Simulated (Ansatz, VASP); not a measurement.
**Pt in VASP and in Ansatz**

File INCAR:

```
SYSTEM = Pt
PREC = Accurate
ENCUT = 520
EDIFF = 1E-6
ISMEAR = 0
SIGMA = 0.15
LREAL = .FALSE.
LASPH = .TRUE.
NELM = 60
ALGO = Fast
ISIF = 2
LWAVE = .FALSE.
LCHARG = .FALSE.
NBANDS = 11
```

Contents of KPOINTS:

```
regular mesh
0
G
  22 22 22
  0 0 0
```

Contents of POSCAR:

```
Pt
1.0
   -1.5842200000      1.5842200000      1.5842200000
    1.5842200000     -1.5842200000      1.5842200000
    1.5842200000      1.5842200000     -1.5842200000
Pt
1
Direct
    0.0000000000      0.0000000000      0.0000000000
```

Input for Ansatz:

```yaml
crystal:
  lattice:
    - [-1.58422, 1.58422, 1.58422]
    - [1.58422, -1.58422, 1.58422]
    - [1.58422, 1.58422, -1.58422]
  atoms:
    - { symbol: Pt, position: [0.0, 0.0, 0.0] }
basis:
  ecutwfc: 420
kpoints:
  mp_grid: { grid: [22, 22, 22] }
hamiltonian:
  xc: lda
scf:
  occupations: { method: gaussian, width: 0.15 }
output:
  forces: true
  stress: true
  eigenvalues: true
```

Alike in both runs: task single point; functional LDA; k mesh 22 × 22 × 22; occupations gaussian, width 0.15 eV; no spin polarisation.

```csv
,VASP,Ansatz
version,VASP 6.6.1,Ansatz 0.2.0
potentials or method,"VASP PAW LDA potentials, release 64 (Pt), cutoff 520 eV","scalar-relativistic, plane waves, PAW"
valence electrons in the cell,10,18
```

VASP gave:

```
gap on the k mesh at the Fermi level (eV) : none
pressure (GPa)                            : -15.3
```

Question: Estimate Ansatz's values.

Answer: gap on the k mesh at the Fermi level (eV): none; pressure (GPa): -15.9.

LDA's correlation is that of Perdew and Zunger in VASP and of Perdew and Wang (1992) in Ansatz. A gap of «none» marks a metal or a gap that the smearing closes. VASP's potentials hold 10 valence electrons a cell and Ansatz's 18, so a difference there can come from the potentials and not from the codes.

Spin-orbit coupling is off throughout.
